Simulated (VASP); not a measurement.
# Al (P1) in VASP: single point with PBEsol

Aim: the single point of Al with PBEsol.

Program: VASP 6.6.1. These are calculated values, not measurements. Logs are shortened: lines on timing, memory, paths and dates and some standing lists are left out, and cuts for length are marked.

## 1. The cell of the first run

The typed cell holds 4 atoms: a = 4.544 Å, b = 4.544 Å, c = 4.544 Å, α = 60.00°, β = 60.00°, γ = 60.00°.

## 2. Single point, PBEsol (atoms moved at random)

File INCAR:

```
PREC = Accurate
ENCUT = 520
EDIFF = 1E-6
ISMEAR = 0
SIGMA = 0.15
LREAL = F
LASPH = T
NELM = 80
ALGO = Fast
ISIF = 2
LWAVE = F
LCHARG = T
GGA = PS
LELF = T
LVHAR = T
NBANDS = 14
```

File KPOINTS:

```
Automatic mesh
0
Gamma
  10 10 10
```

File POSCAR:

```
Al
1.0
    0.0000000000     -3.2128780077      3.2128780077
    3.2128780077     -3.2128780077      0.0000000000
    3.2128780077      0.0000000000      3.2128780077
Al
4
Direct
   -0.0132645172      0.0067133640     -0.0154140472
    0.1948255236      0.2548273946      0.2656353792
    0.5362679227      0.5734339464      0.4472039197
    0.7821710709      0.6650252950      0.8025747483
```

Potentials or basis: VASP PAW PBE potentials, release 64 (Al).

The run is started by

```console
$ cat potpaw_PBE.64/Al/POTCAR > POTCAR
$ mpirun -np 1 vasp_std > vasp.out
```

OUTCAR:

```text
PREC = Accurate
   ENCUT = 520
   EDIFF = 1E-6
   ISMEAR = 0
   LREAL = F
   LASPH = T
   NELM = 80
   ISIF = 2
   GGA = PS

 ion  position               nearest neighbor table
   1  0.987  0.007  0.985-   4 2.45   2 2.67   4 2.73   2 2.74   2 2.79   3 2.84   2 2.94   4 2.97
                             4 3.05   3 3.14   3 3.20   3 3.27   3 3.33
   2  0.195  0.255  0.266-   3 2.47   3 2.57   1 2.67   1 2.74   1 2.79   4 2.82   1 2.94   4 3.07
                             3 3.07   3 3.15   4 3.23   4 3.25
   3  0.536  0.573  0.447-   4 2.44   2 2.47   2 2.57   4 2.64   1 2.84   4 2.87   2 3.07   1 3.14
                             2 3.15   1 3.20   1 3.27   1 3.33
   4  0.782  0.665  0.803-   3 2.44   1 2.45   3 2.64   1 2.73   2 2.82   3 2.87   1 2.97   1 3.05
                             2 3.07   2 3.23   2 3.25

  LATTYP: Found a face centered cubic cell.
 ALAT       =     6.4257560154

  Lattice vectors:

 A1 = (   0.0000000000,  -3.2128780077,   3.2128780077)
 A2 = (   3.2128780077,  -3.2128780077,   0.0000000000)
 A3 = (   3.2128780077,   0.0000000000,   3.2128780077)

Analysis of symmetry for initial positions (statically):
=====================================================================
 Subroutine PRICEL returns:
 Original cell was already a primitive cell.

 Routine SETGRP: Setting up the symmetry group for a
 face centered cubic supercell.

 Subroutine GETGRP returns: Found  1 space group operations
 (whereof  1 operations were pure point group operations)
 out of a pool of 48 trial point group operations.

The static configuration has the point symmetry C_1 .

Analysis of symmetry for dynamics (positions and initial velocities):
=====================================================================
 Subroutine PRICEL returns:
 Original cell was already a primitive cell.

 Routine SETGRP: Setting up the symmetry group for a
 face centered cubic supercell.

 Subroutine GETGRP returns: Found  1 space group operations
 (whereof  1 operations were pure point group operations)
 out of a pool of 48 trial point group operations.

The dynamic configuration has the point symmetry C_1 .

 Subroutine INISYM returns: Found  1 space group operations
 (whereof  1 operations are pure point group operations),
 and found     1 'primitive' translations

----------------------------------------------------------------------------------------

                                     Primitive cell

  volume of cell :      66.3304

  direct lattice vectors                    reciprocal lattice vectors
     0.000000000 -3.212878008  3.212878008    -0.155623711 -0.155623711  0.155623711
     3.212878008 -3.212878008  0.000000000     0.155623711 -0.155623711 -0.155623711
     3.212878008  0.000000000  3.212878008     0.155623711  0.155623711  0.155623711

  length of vectors
     4.543695653  4.543695653  4.543695653     0.269548175  0.269548175  0.269548175

  position of ions in fractional coordinates (direct lattice)
     0.986735483  0.006713364  0.984585953
     0.194825524  0.254827395  0.265635379
     0.536267923  0.573433946  0.447203920
     0.782171071  0.665025295  0.802574748

  ion indices of the primitive-cell ions
   primitive index   ion index
                 1           1
                 2           2
                 3           3
                 4           4

----------------------------------------------------------------------------------------

 KPOINTS: Automatic mesh

Automatic generation of k-mesh.
 Grid dimensions read from file:
 generate k-points for:   10   10   10

 Generating k-lattice:

  Cartesian coordinates                     Fractional coordinates (reciprocal lattice)
    -0.015562371 -0.015562371  0.015562371     0.100000000  0.000000000  0.000000000
     0.015562371 -0.015562371 -0.015562371     0.000000000  0.100000000  0.000000000
     0.015562371  0.015562371  0.015562371     0.000000000  0.000000000  0.100000000

  Length of vectors
     0.026954818  0.026954818  0.026954818

  Shift w.r.t. Gamma in fractional coordinates (k-lattice)
     0.000000000  0.000000000  0.000000000

 Subroutine IBZKPT returns following result:
 ===========================================

 Found    504 irreducible k-points:

 Following reciprocal coordinates:
            Coordinates               Weight
  0.000000  0.000000  0.000000      1.000000
  0.100000  0.000000  0.000000      2.000000
  0.000000  0.100000  0.000000      2.000000
  0.000000  0.000000  0.100000      2.000000
  0.100000  0.100000  0.100000      2.000000
  0.200000  0.000000  0.000000      2.000000
[... 16 lines left out ...]
  0.000000  0.100000  0.100000      2.000000
  0.100000  0.000000  0.100000      2.000000
 [... further k-points ...]
   k-points           NKPTS =    504   k-points in BZ     NKDIM =    504   number of bands    NBANDS=     14
   number of dos      NEDOS =    301   number of ions     NIONS =      4
   total plane-waves  NPLWV =  46656
   dimension x,y,z NGX =    36 NGY =   36 NGZ =   36
   dimension x,y,z NGXF=    72 NGYF=   72 NGZF=   72
   ions per type =               4
   NGX,Y,Z   is equivalent  to a cutoff of  13.17, 13.17, 13.17 a.u.
   NGXF,Y,Z  is equivalent  to a cutoff of  26.34, 26.34, 26.34 a.u.
 SYSTEM =  unknown system
   PREC   = accura    normal or accurate (medium, high low for compatibility)
   ISTART =      0    job   : 0-new  1-cont  2-samecut
   ICHARG =      2    charge: 1-file 2-atom 10-const
   ISPIN  =      1    spin polarized calculation?
   LNONCOLLINEAR =      F non collinear calculations
   LSORBIT =      F    spin-orbit coupling
   LASPH  =      T    aspherical Exc in radial PAW
   ENCUT  =  520.0 eV  38.22 Ry    6.18 a.u.   8.45  8.45  8.45*2*pi/ulx,y,z
   NELM   =     80;   NELMIN=  2; NELMDL= -5     # of ELM steps
   EDIFF  = 0.1E-05   stopping-criterion for ELM
   LREAL  =      F    real-space projection
   EDIFFG = 0.1E-04   stopping-criterion for IOM
   NSW    =      0    number of steps for IOM
   IBRION =     -1    ionic relax: 0-MD 1-quasi-New 2-CG
   NFREE  =      0    steps in history (QN), initial steepest desc. (CG)
   ISIF   =      2    stress and relaxation
   ISYM   =      2    0-nonsym 1-usesym 2-fastsym
   POTIM  = 0.5000    time-step for ionic-motion
   TEBEG  =    0.0;   TEEND  =   0.0 temperature during run
   PSTRESS=    0.0 pullay stress
   NELECT =      12.0000    total number of electrons
   NUPDOWN=      -1.0000    fix difference up-down
   EMIN   =  10.00;   EMAX   =-10.00  energy-range for DOS
   EFERMI =   0.00;   METHOD = LEGACY
   ISMEAR =     0;   SIGMA  =   0.15  broadening in eV -4-tet -1-fermi 0-gaus
   EFERMI_NEDOS =   21; number of points for ismear=-14 and -15
   IALGO  =     68    algorithm
   IMIX   =      4    mixing-type and parameters
     AMIX     =   0.40;   BMIX     =  1.00
     AMIX_MAG =   1.60;   BMIX_MAG =  1.00
  volume/ion in A,a.u.               =      16.58       111.90
  Fermi-wavevector in a.u.,A,eV,Ry     =   0.925901  1.749698 11.664164  0.857292
  Thomas-Fermi vector in A             =   2.051805
   LORBIT       =      0    0 simple, 1 ext, 2 COOP (PROOUT), +10 PAW based schemes
   GGA     = PS    functional components
   LHFCALC =     F    Hartree Fock is set to
   AEXX    =    0.0000 exact exchange contribution
   IVDW    =     0    specifies the selected vdW correction
   LEPSILON=     F    determine dielectric tensor
   LRPA    =     F    only Hartree local field effects (RPA)
 non-spin polarized calculation
 RMM-DIIS sequential band-by-band and
 Gauss-broadening in eV      SIGMA  =   0.15
  energy-cutoff  :      520.00
  volume of cell :       66.33
 maximum number of plane-waves:      1816
 NGX is ok and might be reduce to    36
   NGX = 17   NGY = 17   NGZ = 17

 number of electron      12.0000000 magnetization

 Free energy of the ion-electron system (eV)
  ---------------------------------------------------
  ext. energy  EPLUGINS =         0.00000000
  ---------------------------------------------------
  free energy    TOTEN  =       -15.23602624 eV

  energy without entropy =      -15.21719056  energy(sigma->0) =      -15.22660840

 E-fermi :   7.7786     XC(G=0): -10.1993

 val. band max:        7.7744632364   @ k =   0.4000  -0.4000   0.2000
 cond. band min:       7.7828214269   @ k =  -0.2000   0.5000  -0.2000
 fundamental gap:      0.0083581905
 Fermi energy:         7.7785619844

 k-point     1 :       0.0000    0.0000    0.0000
  band No.  band energies     occupation
      1      -3.3279      2.00000
      2       5.8477      2.00000
      3       5.9476      2.00000
      4       6.4992      2.00000
      5       6.8750      2.00000
      6       7.3967      1.99968
      7       7.6059      1.89640
      8       8.1741      0.00019
      9       8.2772      0.00000
     10       9.7846      0.00000
     11       9.9838      0.00000
     12      10.2008      0.00000
     13      10.8521      0.00000
     14      11.1057      0.00000

 k-point     2 :       0.1000    0.0000    0.0000
  band No.  band energies     occupation
      1      -3.2229      2.00000
      2       4.8637      2.00000
      3       5.7918      2.00000
      4       6.1550      2.00000
      5       6.9884      2.00000
      6       7.4052      1.99957
      7       7.8048      0.80451
      8       8.6223      0.00000
      9       9.0384      0.00000
     10       9.3066      0.00000
     11       9.5504      0.00000
     12       9.8538      0.00000
     13      11.8206      0.00000
     14      12.1176      0.00000
[... 343 lines left out ...]
      1      -3.1864      2.00000
      2       4.9114      2.00000
      3       5.3865      2.00000
      4       6.1094      2.00000
      5       6.6060      2.00000
      6       7.6034      1.90145
      7       8.1461      0.00053
      8       8.2772      0.00000
      9       9.0766      0.00000
     10       9.3331      0.00000
     11      10.1865      0.00000
     12      10.3622      0.00000
     13      11.1972      0.00000
     14      12.0957      0.00000

 k-point    24 :       0.1000    0.0000    0.1000
  band No.  band energies     occupation
      1      -3.1868      2.00000
      2       5.0772      2.00000
      3       5.1799      2.00000
      4       6.2628      2.00000
      5       6.4216      2.00000
      6       7.6292      1.84083
      7       8.1342      0.00080
      8       8.3365      0.00000
      9       9.1995      0.00000
     10       9.3350      0.00000
     11      10.0322      0.00000
     12      10.4334      0.00000
     13      11.0720      0.00000
     14      12.1788      0.00000

 [... further k-points ...]
[... 5 lines left out ...]
  --------------------------------------------------------------------------------------
  -------------------------------------------------------------------------------------
  Total        3.6905788      1.3674207      2.8992635     -0.2629420      1.0729059     -0.5143001
  in kB       89.1440495     33.0293492     70.0302319     -6.3512311     25.9154946    -12.4226567
  external PRESSURE =      64.0678768 kB  Pullay stress =       0.0000000 kB

 VOLUME and BASIS-vectors are now :
 -----------------------------------------------------------------------------
  energy-cutoff  :      520.00
  volume of cell :       66.33
      direct lattice vectors                 reciprocal lattice vectors
     0.000000000 -3.212878008  3.212878008    -0.155623711 -0.155623711  0.155623711
     3.212878008 -3.212878008  0.000000000     0.155623711 -0.155623711 -0.155623711
     3.212878008  0.000000000  3.212878008     0.155623711  0.155623711  0.155623711

 POSITION                                       TOTAL-FORCE (eV/Angst)
 -----------------------------------------------------------------------------------
      3.18492     -3.19183      6.33362        -0.551850      0.827576      0.880151
      1.67218     -1.44468      1.47940        -0.474857     -1.204882      0.362527
      3.27918     -3.56534      3.15978         1.100157      1.835875      0.117543
      4.71522     -4.64967      5.09159        -0.073449     -1.458570     -1.360221
 -----------------------------------------------------------------------------------
    total drift:                                0.000002      0.000009     -0.000010

  FREE ENERGIE OF THE ION-ELECTRON SYSTEM (eV)
  ---------------------------------------------------
  free  energy   TOTEN  =       -15.2360262415 eV

  energy  without entropy=      -15.2171905628  energy(sigma->0) =      -15.22660840
```

Run time: 3.1 min. Hardware: 1 thread of Intel Xeon 6975P-C (Granite Rapids), shared host; peak memory 0.45 GiB.

Results:

- Free energy: -15.2360 eV
- Pressure: 6.4 GPa
- Largest force: 2.144 eV/Å
- Band gap on the k mesh: zero (bands 6 and 7 overlap by 2.50 eV)

Forces in eV/Å, atoms in the order of the input:
```
Al  -0.552  0.828  0.880
Al  -0.475 -1.205  0.363
Al   1.100  1.836  0.118
Al  -0.073 -1.459 -1.360
```

Levels at points of the mesh, in eV from the Fermi level:
```tsv
k point	band 3	band 4	band 5	band 6	band 7	band 8	band 9	band 10
(0.00, 0.00, 0.00)	-1.83	-1.28	-0.90	-0.38	-0.17	0.40	0.50	2.01
(0.50, 0.00, 0.00)	-2.53	-2.09	-1.60	-1.21	-1.00	-0.60	4.71	4.85
(0.00, 0.50, 0.00)	-2.46	-2.16	-1.50	-1.19	-1.13	-0.45	4.72	4.79
(0.00, 0.00, 0.50)	-2.66	-2.02	-1.57	-1.04	-0.81	-0.76	4.72	4.87
(0.50, 0.50, 0.50)	-2.56	-1.94	-1.74	-1.14	-0.92	-0.61	4.64	4.87
(0.50, 0.50, 0.00)	-4.41	-4.35	-3.72	-3.55	4.27	4.40	5.42	5.79
(0.00, 0.50, 0.50)	-4.81	-4.28	-3.65	-3.16	4.97	5.05	5.16	5.20
(0.50, 0.00, 0.50)	-4.68	-4.47	-3.48	-3.29	4.63	4.89	5.23	5.39
```

Caveat: the cell differs from its parent crystal (atoms moved at random); the cell stands under pressure; the PAW data sets were made with another functional, which shifts forces and pressure a little.
